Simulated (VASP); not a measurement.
Input of a VASP 6.6.1 run:

File INCAR:

```
PREC = Accurate
ENCUT = 520
EDIFF = 1E-6
ISMEAR = 0
SIGMA = 0.1
LREAL = F
LASPH = T
NELM = 80
ALGO = Normal
ISIF = 2
LWAVE = F
LCHARG = F
GGA = PE
NBANDS = 38
```

Contents of KPOINTS:

```
regular mesh
0
Gamma
  4 4 4
```

POSCAR

```
AsPb4
1.0
   -3.2775118600      3.2775118600      3.2775118600
    3.2775118600     -3.2775118600      3.2775118600
    3.2775118600      3.2775118600     -3.2775118600
As Pb
1 4
Direct
    0.0000000000      0.0000000000      0.0000000000
    0.5000000000      0.5000000000      0.5000000000
    0.5000000000      0.0000000000      0.0000000000
    0.0000000000      0.0000000000      0.5000000000
    0.0000000000      0.5000000000      0.0000000000
```

Potentials or basis: VASP PAW PBE potentials, release 64 (As, Pb_d).

Run with:

```console
$ cat potpaw_PBE.64/As/POTCAR potpaw_PBE.64/Pb_d/POTCAR > POTCAR
$ mpirun -np 1 vasp_std > vasp.out
```

Question: Estimate the pressure.

Answer: 11.7 GPa.

Question: What does it give for the band gap on the k mesh?

Answer: Zero (an odd number of electrons rules out a gap without spin polarisation).

Caveat: the cell stands under pressure; spin-orbit coupling is left out, which moves the levels of the heavy elements.
